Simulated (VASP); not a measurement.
# C (C2/m) in VASP: notebook

Aim: see how the results for C move with the level of theory and the settings. Levels: PBE0, revPBE, r2SCAN. Tasks: single point, relaxation of cell and atoms.

Everything below comes from runs of VASP 6.6.1. Logs are shortened: lines on timing, memory, paths and dates and some standing lists are left out, and cuts for length are marked.

### 1 The cell of the first run

Symmetry: C2/m, No. 12, monoclinic system. The conventional cell has a = 4.168 Å, b = 2.406 Å, c = 3.688 Å, α = 90.00°, β = 111.49°, γ = 90.00°. Within 1.9 Å of C (site symmetry m) lie 3 C at 1.39 Å.

### 2 Single point, PBE0

Contents of POSCAR:

```
C
1.0
    2.0838934217     -1.2032084158      0.0000000000
    2.0838934217      1.2032084158      0.0000000000
   -1.3509174534      0.0000000000      3.4313236862
C
2
Direct
    0.1666444700      0.1666444700      0.9999069600
    0.8333555300      0.8333555300      0.0000930400
```

Contents of INCAR.step1:

```
SYSTEM = C
ALGO     = Normal         ! electronic algorithm
EDIFF    = 1E-5           ! SCF threshold, eV
ENCUT    = 520            ! plane-wave cutoff, eV
GGA      = PE             ! functional
ISIF     = 2              ! what is computed and relaxed
ISMEAR   = -1             ! smearing method
LASPH    = .True.         ! aspherical terms in the spheres
LREAL    = .False.        ! projectors in reciprocal space
LWAVE    = .True.         ! write WAVECAR
NBANDS   = 11             ! bands
NELM     = 100            ! most SCF steps
PREC     = Accurate       ! precision mode
SIGMA    = 0.05           ! smearing width, eV
```

Contents of INCAR.step2:

```
SYSTEM = C
AEXX     = 0.25           ! exact-exchange fraction
ALGO     = Normal         ! electronic algorithm
EDIFF    = 1E-7           ! SCF threshold, eV
ENCUT    = 520            ! plane-wave cutoff, eV
GGA      = PE             ! functional
ISIF     = 2              ! what is computed and relaxed
ISMEAR   = -1             ! smearing method
ISTART   = 1            
LASPH    = .True.         ! aspherical terms in the spheres
LCHARG   = .True.         ! write CHGCAR
LELF     = .True.         ! ELF
LHFCALC  = .True.         ! exact exchange
LREAL    = .False.        ! projectors in reciprocal space
LVHAR    = .True.       
LWAVE    = .False.        ! write WAVECAR
NBANDS   = 11             ! bands
NELM     = 100            ! most SCF steps
PREC     = Accurate       ! precision mode
PRECFOCK = Normal       
SIGMA    = 0.05           ! smearing width, eV
```

Contents of KPOINTS:

```
k-points
0
Gamma
  8 8 4
  0 0 0
```

Potentials or basis: VASP PAW PBE potentials, release 64 (C).

Started as:

```bash
$ cat potpaw_PBE.64/C/POTCAR > POTCAR
$ cp INCAR.step1 INCAR
$ mpirun -np 1 vasp_std > vasp.out
$ cp INCAR.step2 INCAR
$ mpirun -np 1 vasp_std > vasp.out
```

OUTCAR:

```text
SYSTEM = C
   AEXX = 0.25
   EDIFF = 1E-7
   ENCUT = 520
   GGA = PE
   ISIF = 2
   ISMEAR = -1
   ISTART = 1
   LASPH = .True.
   LHFCALC = .True.
   LREAL = .False.
   NELM = 100
   PREC = Accurate
   PRECFOCK = Normal

 ion  position               nearest neighbor table
   1  0.167  0.167  1.000-   2 1.39   2 1.39   2 1.39
   2  0.833  0.833  0.000-   1 1.39   1 1.39   1 1.39

  LATTYP: Found a base centered monoclinic cell.
 ALAT       =     4.1677868434
 B/A-ratio  =     0.5773848141
 C/A-ratio  =     0.8848045598
 COS(beta)  =    -0.3663329314

  Lattice vectors:

 A1 = (   2.0838934217,  -1.2032084158,   0.0000000000)
 A2 = (   2.0838934217,   1.2032084158,   0.0000000000)
 A3 = (  -1.3509174534,   0.0000000000,   3.4313236862)

Analysis of symmetry for initial positions (statically):
=====================================================================
 Subroutine PRICEL returns:
 Original cell was already a primitive cell.

 Routine SETGRP: Setting up the symmetry group for a
 base centered monoclinic supercell.

 Subroutine GETGRP returns: Found  4 space group operations
 (whereof  4 operations were pure point group operations)
 out of a pool of  4 trial point group operations.

The static configuration has the point symmetry C_2h.

Analysis of symmetry for dynamics (positions and initial velocities):
=====================================================================
 Subroutine PRICEL returns:
 Original cell was already a primitive cell.

 Routine SETGRP: Setting up the symmetry group for a
 base centered monoclinic supercell.

 Subroutine GETGRP returns: Found  4 space group operations
 (whereof  4 operations were pure point group operations)
 out of a pool of  4 trial point group operations.

The dynamic configuration has the point symmetry C_2h.

 Subroutine INISYM returns: Found  4 space group operations
 (whereof  4 operations are pure point group operations),
 and found     1 'primitive' translations

----------------------------------------------------------------------------------------

                                     Primitive cell

  volume of cell :      17.2071

  direct lattice vectors                    reciprocal lattice vectors
     2.083893422 -1.203208416  0.000000000     0.239935495 -0.415555604  0.094462976
     2.083893422  1.203208416  0.000000000     0.239935495  0.415555604  0.094462976
    -1.350917453  0.000000000  3.431323686     0.000000000  0.000000000  0.291432721

[... 93 lines left out ...]
   PSTRESS=    0.0 pullay stress
   NELECT =       8.0000    total number of electrons
   NUPDOWN=      -1.0000    fix difference up-down
   EMIN   =  10.00;   EMAX   =-10.00  energy-range for DOS
   EFERMI =   0.00;   METHOD = LEGACY
   ISMEAR =    -1;   SIGMA  =   0.05  broadening in eV -4-tet -1-fermi 0-gaus
   EFERMI_NEDOS =   21; number of points for ismear=-14 and -15
   IALGO  =     38    algorithm
   IMIX   =      1    mixing-type and parameters
     AMIX     =   0.40;   BMIX     =  1.00
     AMIX_MAG =   1.60;   BMIX_MAG =  1.00
  volume/ion in A,a.u.               =       8.60        58.06
  Fermi-wavevector in a.u.,A,eV,Ry     =   1.268242  2.396630 21.884126  1.608438
  Thomas-Fermi vector in A             =   2.401347
   LORBIT       =      0    0 simple, 1 ext, 2 COOP (PROOUT), +10 PAW based schemes
   GGA     = PE    functional components
   LHFCALC =     T    Hartree Fock is set to
   PRECFOCK=normal    Normal, Fast or Accurate (Low or Medium for compatibility)
   ENCUT4O =  -1.0   cutoff for four orbital integrals eV
   NKREDX  =     1    reduce k-point grid by
   NKREDY  =     1    reduce k-point grid by
   NKREDZ  =     1    reduce k-point grid by
   AEXX    =    0.2500 exact exchange contribution
   HFSCREEN=    0.0000 screening length (either q_TF or 0.3 A-1)
   HFSCREENC=   0.0000 screening length for correlation (either q_TF or 0.3 A-1)
   ENCUTFOCK=  -1.0 apply spherical cutoff to Coloumb kernel
   IVDW    =     0    specifies the selected vdW correction
   LEPSILON=     F    determine dielectric tensor
   LRPA    =     F    only Hartree local field effects (RPA)
 non-spin polarized calculation
  energy-cutoff  :      520.00
  volume of cell :       17.21
 maximum number of plane-waves:       476
 NGX is ok and might be reduce to    18
  NGX = 14; NGY = 14; NGZ = 24

 number of electron       8.0000001 magnetization

 Free energy of the ion-electron system (eV)
  ---------------------------------------------------
  ext. energy  EPLUGINS =         0.00000000
  ---------------------------------------------------
  free energy    TOTEN  =       -22.18219991 eV

  energy without entropy =      -22.18219991  energy(sigma->0) =      -22.18219991

 E-fermi :   4.6478     XC(G=0):  -8.1367

 val. band max:        3.5493481609   @ k =  -0.3750   0.3750   0.5000
 cond. band min:       6.3236084763   @ k =  -0.3750   0.3750   0.5000
 fundamental gap:      2.7742603154
 Fermi energy:         4.6477581841

 k-point     1 :       0.0000    0.0000    0.0000
  band No.  band energies     occupation
      1     -18.3565      2.00000
      2      -3.9421      2.00000
      3       0.5129      2.00000
      4       0.5169      2.00000
      5       9.3845      0.00000
      6      15.0428      0.00000
      7      15.0459      0.00000
      8      19.2389      0.00000
      9      20.9333      0.00000
     10      29.9634      0.00000
     11      31.6763      0.00000
[... 309 lines left out ...]
 k-point    24 :       0.2500    0.0000    0.2500
  band No.  band energies     occupation
      1     -16.5055      2.00000
      2      -4.4979      2.00000
      3      -3.3054      2.00000
      4      -1.8192      2.00000
      5      14.3862      0.00000
      6      14.7361      0.00000
      7      15.5926      0.00000
      8      20.8580      0.00000
      9      22.5936      0.00000
     10      26.2517      0.00000
     11      29.7883      0.00000

 [... further k-points ...]
[... 5 lines left out ...]
  --------------------------------------------------------------------------------------
  -------------------------------------------------------------------------------------
  Total        2.7395285      2.7329419      0.2000127      0.0000000      0.0000000     -0.0074463
  in kB      255.0811481    254.4678537     18.6234493      0.0000000      0.0000000     -0.6933325
  external PRESSURE =     176.0574837 kB  Pullay stress =       0.0000000 kB

 VOLUME and BASIS-vectors are now :
 -----------------------------------------------------------------------------
  energy-cutoff  :      520.00
  volume of cell :       17.21
      direct lattice vectors                 reciprocal lattice vectors
     2.083893422 -1.203208416  0.000000000     0.239935495 -0.415555604  0.094462976
     2.083893422  1.203208416  0.000000000     0.239935495  0.415555604  0.094462976
    -1.350917453  0.000000000  3.431323686     0.000000000  0.000000000  0.291432721

 POSITION                                       TOTAL-FORCE (eV/Angst)
 -----------------------------------------------------------------------------------
     -0.65625      0.00000      3.43100        -0.004759      0.000000      0.006449
      3.47312      0.00000      0.00032         0.004759      0.000000     -0.006449
 -----------------------------------------------------------------------------------
    total drift:                               -0.000000     -0.000000      0.000000

  FREE ENERGIE OF THE ION-ELECTRON SYSTEM (eV)
  ---------------------------------------------------
  free  energy   TOTEN  =       -22.1821999069 eV

  energy  without entropy=      -22.1821999069  energy(sigma->0) =      -22.18219991
```

OUTCAR.step1:

```text
SYSTEM = C
   EDIFF = 1E-5
   ENCUT = 520
   GGA = PE
   ISIF = 2
   ISMEAR = -1
[... 560 lines left out ...]
 -----------------------------------------------------------------------------------
     -0.65625      0.00000      3.43100        -0.003886      0.000000      0.002393
      3.47312      0.00000      0.00032         0.003886      0.000000     -0.002393
 -----------------------------------------------------------------------------------
    total drift:                               -0.000000     -0.000000      0.000000

  FREE ENERGIE OF THE ION-ELECTRON SYSTEM (eV)
  ---------------------------------------------------
  free  energy   TOTEN  =       -18.3414892610 eV

  energy  without entropy=      -18.3414892594  energy(sigma->0) =      -18.34148926
```

OSZICAR.step1:

```text
N       E                     dE             d eps       ncg     rms          rms(c)
DAV:   1     0.130111376400E+01    0.13011E+01   -0.41098E+03  1732   0.648E+02
DAV:   2    -0.193530101308E+02   -0.20654E+02   -0.19855E+02  2280   0.123E+02
DAV:   3    -0.198241502151E+02   -0.47114E+00   -0.47022E+00  2184   0.151E+01
DAV:   4    -0.198259595033E+02   -0.18093E-02   -0.18092E-02  1966   0.114E+00
DAV:   5    -0.198259672279E+02   -0.77246E-05   -0.77242E-05  2194   0.700E-02    0.692E+00
DAV:   6    -0.186954452457E+02    0.11305E+01   -0.95430E-01  1977   0.574E+00    0.404E+00
DAV:   7    -0.183366247083E+02    0.35882E+00   -0.10778E+00  2065   0.615E+00    0.119E+00
DAV:   8    -0.183417215603E+02   -0.50969E-02   -0.28790E-02  1892   0.106E+00    0.149E-01
DAV:   9    -0.183414023786E+02    0.31918E-03   -0.74799E-04  2063   0.175E-01    0.687E-02
DAV:  10    -0.183414890294E+02   -0.86651E-04   -0.20057E-04  1949   0.980E-02    0.346E-02
DAV:  11    -0.183414892610E+02   -0.23162E-06   -0.92509E-06  2067   0.179E-02
   1 F= -.18341489E+02 E0= -.18341489E+02  d E =-.155842E-08
```

Wall time 21 min (1 thread of Intel Xeon Platinum 8259CL at 2.50GHz (Skylake/Cascade Lake), shared host); peak memory 0.14 GiB.

What came out:

| Quantity | Value |
| --- | --- |
| Free energy | -22.1822 eV |
| Pressure | 17.6 GPa |
| Largest force | 0.008 eV/Å |

Forces in eV/Å, atoms in the order of the input:
```
C   -0.005  0.000  0.006
C    0.005  0.000 -0.006
```

Caveat: the k points lie up to 0.46 Å⁻¹ apart; this functional lacks dispersion, which binds the layers, so the pressure and a relaxed spacing across them are unreliable; the PAW data sets were made with another functional, which shifts forces and pressure a little.

### 3 Single point, PBE0

This run uses another cell than the first one, of 8.79 Å³/atom.

Contents of POSCAR:

```
C
1.0
    2.0985692110     -1.2116819937      0.0000000000
    2.0985692110      1.2116819937      0.0000000000
   -1.3604312700      0.0000000000      3.4554887337
C
2
Direct
    0.1666444700      0.1666444700      0.9999069600
    0.8333555300      0.8333555300      0.0000930400
```

Contents of INCAR.step1:

```
SYSTEM = C
ALGO = Normal ; EDIFF = 1E-5
ENCUT = 520 ; GGA = PE
ISIF = 2 ; ISMEAR = -1
LASPH = .True. ; LCHARG = .False.
LREAL = .False. ; LWAVE = .True.
NBANDS = 11 ; NELM = 60
PREC = Accurate ; SIGMA = 0.05
```

Contents of INCAR.step2:

```
SYSTEM = C
AEXX = 0.25 ; ALGO = Normal
EDIFF = 1E-6 ; ENCUT = 520
GGA = PE ; ISIF = 2
ISMEAR = -1 ; ISTART = 1
LASPH = .True. ; LCHARG = .False.
LHFCALC = .True. ; LREAL = .False.
LWAVE = .False. ; NBANDS = 11
NELM = 60 ; PREC = Accurate
PRECFOCK = Normal ; SIGMA = 0.05
```

KPOINTS is that of step 2.

Potentials or basis: VASP PAW PBE potentials, release 64 (C).

Started as:

```bash
$ cat potpaw_PBE.64/C/POTCAR > POTCAR
$ cp INCAR.step1 INCAR
$ mpirun -np 1 vasp_std > vasp.out
$ cp INCAR.step2 INCAR
$ mpirun -np 1 vasp_std > vasp.out
```

OUTCAR:

```text
SYSTEM = C
   AEXX = 0.25
   EDIFF = 1E-6
   ENCUT = 520
   GGA = PE
   ISIF = 2
   ISMEAR = -1
   ISTART = 1
   LASPH = .True.
   LHFCALC = .True.
   LREAL = .False.
   NELM = 60
   PREC = Accurate
   PRECFOCK = Normal

 ion  position               nearest neighbor table
   1  0.167  0.167  1.000-   2 1.40   2 1.40   2 1.40
   2  0.833  0.833  0.000-   1 1.40   1 1.40   1 1.40

  LATTYP: Found a base centered monoclinic cell.
 ALAT       =     4.1971384220
[... 525 lines left out ...]
      3      -3.3571      2.00000
      4      -1.9694      2.00000
      5      14.0471      0.00000
      6      14.3768      0.00000
      7      15.2801      0.00000
      8      20.4068      0.00000
      9      22.0473      0.00000
     10      25.8203      0.00000
     11      29.4025      0.00000

 [... further k-points ...]
[... 5 lines left out ...]
  --------------------------------------------------------------------------------------
  -------------------------------------------------------------------------------------
  Total        1.6636662      1.6568385      0.1824389      0.0000000      0.0000000     -0.0072852
  in kB      151.6789639    151.0564724     16.6332309      0.0000000      0.0000000     -0.6642054
  external PRESSURE =     106.4562224 kB  Pullay stress =       0.0000000 kB

 VOLUME and BASIS-vectors are now :
 -----------------------------------------------------------------------------
  energy-cutoff  :      520.00
  volume of cell :       17.57
      direct lattice vectors                 reciprocal lattice vectors
     2.098569211 -1.211681994  0.000000000     0.238257570 -0.412649526  0.093802374
     2.098569211  1.211681994  0.000000000     0.238257570  0.412649526  0.093802374
    -1.360431270  0.000000000  3.455488734     0.000000000  0.000000000  0.289394664

 POSITION                                       TOTAL-FORCE (eV/Angst)
 -----------------------------------------------------------------------------------
     -0.66087      0.00000      3.45517        -0.004675      0.000000      0.006676
      3.49758      0.00000      0.00032         0.004675      0.000000     -0.006676
 -----------------------------------------------------------------------------------
    total drift:                               -0.000000      0.000000     -0.000000

  FREE ENERGIE OF THE ION-ELECTRON SYSTEM (eV)
  ---------------------------------------------------
  free  energy   TOTEN  =       -22.2146891064 eV

  energy  without entropy=      -22.2146891064  energy(sigma->0) =      -22.21468911
```

OSZICAR.step1:

```text
N       E                     dE             d eps       ncg     rms          rms(c)
DAV:   1     0.150399424526E+01    0.15040E+01   -0.40730E+03  1732   0.647E+02
DAV:   2    -0.193373193065E+02   -0.20841E+02   -0.20025E+02  2334   0.125E+02
DAV:   3    -0.197826986166E+02   -0.44538E+00   -0.44475E+00  2127   0.145E+01
DAV:   4    -0.197843895900E+02   -0.16910E-02   -0.16908E-02  2029   0.110E+00
DAV:   5    -0.197843964634E+02   -0.68734E-05   -0.68733E-05  2173   0.643E-02    0.674E+00
DAV:   6    -0.187209998325E+02    0.10634E+01   -0.89435E-01  1953   0.554E+00    0.393E+00
DAV:   7    -0.183824110432E+02    0.33859E+00   -0.10211E+00  2071   0.595E+00    0.115E+00
DAV:   8    -0.183871903851E+02   -0.47793E-02   -0.26570E-02  1926   0.103E+00    0.144E-01
DAV:   9    -0.183868691567E+02    0.32123E-03   -0.73580E-04  2072   0.172E-01    0.670E-02
DAV:  10    -0.183869547279E+02   -0.85571E-04   -0.20265E-04  1956   0.982E-02    0.342E-02
DAV:  11    -0.183869548309E+02   -0.10300E-06   -0.94328E-06  2053   0.180E-02
   1 F= -.18386955E+02 E0= -.18386955E+02  d E =-.200869E-08
```

It took 17 min on 1 thread of Intel Xeon Platinum 8259CL at 2.50GHz (Skylake/Cascade Lake), shared host; peak memory 0.14 GiB.

What came out:

- Free energy: -22.2147 eV
- Pressure: 10.6 GPa
- Largest force: 0.008 eV/Å

Forces on the atoms (eV/Å):
```
C   -0.005  0.000  0.007
C    0.005  0.000 -0.007
```

Stress tensor (GPa, compression positive):
```
15.17  0.00 -0.07
 0.00 15.11  0.00
-0.07  0.00  1.66
```

Caveat: the k points lie up to 0.45 Å⁻¹ apart; this functional lacks dispersion, which binds the layers, so the pressure and a relaxed spacing across them are unreliable; the PAW data sets were made with another functional, which shifts forces and pressure a little.

### 4 Relaxation of cell and atoms, revPBE

This run uses another cell than the first one, of 9.15 Å³/atom.

Contents of INCAR:

```
SYSTEM = C
PREC     = Accurate       ! precision mode
ENCUT    = 600            ! plane-wave cutoff, eV
EDIFF    = 1E-6           ! SCF threshold, eV
ISMEAR   = -1             ! smearing method
SIGMA    = 0.05           ! smearing width, eV
LREAL    = .False.        ! projectors in reciprocal space
LASPH    = .True.         ! aspherical terms in the spheres
NELM     = 80             ! most SCF steps
ALGO     = Normal         ! electronic algorithm
ISIF     = 3              ! what is computed and relaxed
LWAVE    = .False.        ! write WAVECAR
LCHARG   = .False.        ! write CHGCAR
GGA      = RE             ! functional
IBRION   = 2              ! ionic algorithm
NSW      = 60             ! ionic steps
EDIFFG   = -0.01          ! ionic threshold
```

Contents of KPOINTS:

```
regular mesh
0
Gamma
  13 13 8
  0 0 0
```

Contents of POSCAR:

```
C
1.0
    2.1273203072     -1.2282824400      0.0000000000
    2.1273203072      1.2282824400      0.0000000000
   -1.3790696309      0.0000000000      3.5028300786
C
2
Direct
    0.1666444700      0.1666444700      0.9999069600
    0.8333555300      0.8333555300      0.0000930400
```

Started as:

```bash
$ cat potpaw_PBE.64/C/POTCAR > POTCAR
$ mpirun -np 1 vasp_std > vasp.out
```

Wall time 7.6 min (1 thread of Intel Xeon Platinum 8259CL at 2.50GHz (Skylake/Cascade Lake), shared host); peak memory 0.17 GiB.

It converged, with:

```yaml
Free_energy: -17.7505 eV
Relaxed_volume: 11.27 Å³/atom
Relaxed_cell: a = 2.475 Å, b = 2.475 Å, c = 4.475 Å, α = 105.74°, β = 105.74°, γ = 60.01°
Space_group_after_relaxing_to_0.1_Å: R-3m (No. 166)
Energy_gained_by_relaxing: 21.8 meV/atom
Ionic_steps: 24
Pressure_after_relaxing: 0.0 GPa
Largest_force_after_relaxing: 0.007 eV/Å
```

Forces on the atoms (eV/Å):
```
C   -0.007  0.000 -0.002
C    0.007  0.000  0.002
```

Stress tensor (GPa, compression positive):
```
-0.06  0.00  0.00
 0.00 -0.12  0.00
 0.00  0.00  0.09
```

The path:
```csv
step,energy change (eV),largest force (eV/Å),pressure (GPa),volume (Å³)
1,0.0000,0.0047,6.69,18.31
2,0.0224,0.0076,-10.21,19.34
3,-0.0077,0.0021,0.57,18.65
4,-0.0110,0.0042,0.50,18.81
5,-0.0194,0.0215,0.34,19.31
6,-0.0315,0.0574,0.13,20.30
7,-0.0429,0.1316,-0.25,22.28
8,0.0644,3.2269,6.47,22.51
9,-0.0433,0.0275,0.04,22.29
10,-0.0433,0.0384,0.08,22.29
11,-0.0433,0.0408,0.10,22.30
12,-0.0417,0.3068,0.67,22.41
13,-0.0433,0.0153,0.17,22.31
14,-0.0433,0.0577,-0.52,22.48
15,-0.0434,0.0275,-0.11,22.39
16,-0.0435,0.0195,-0.14,22.43
17,-0.0435,0.0178,-0.09,22.44
18,-0.0435,0.0143,-0.08,22.46
19,-0.0435,0.0086,-0.05,22.51
20,-0.0436,0.0234,0.16,22.52
21,-0.0436,0.0148,0.12,22.51
22,-0.0436,0.0179,0.04,22.54
23,-0.0436,0.0058,0.08,22.53
24,-0.0436,0.0074,-0.03,22.55
```

Final structure:
```
C
1.0
     2.14336   -1.23762   -0.00352
     2.14336    1.23762   -0.00352
    -1.39513    0.00000    4.25207
C
2
Cartesian
  0.7145 0.0000 -0.0011
  2.1771 0.0000 4.2461
```

Caveat: the volume moved by over 15 % at a fixed basis, so the end points are rough; this functional lacks dispersion, which binds the layers, so the pressure and a relaxed spacing across them are unreliable; the PAW data sets were made with another functional, which shifts forces and pressure a little.

(Part 1 of 2 ends here.)
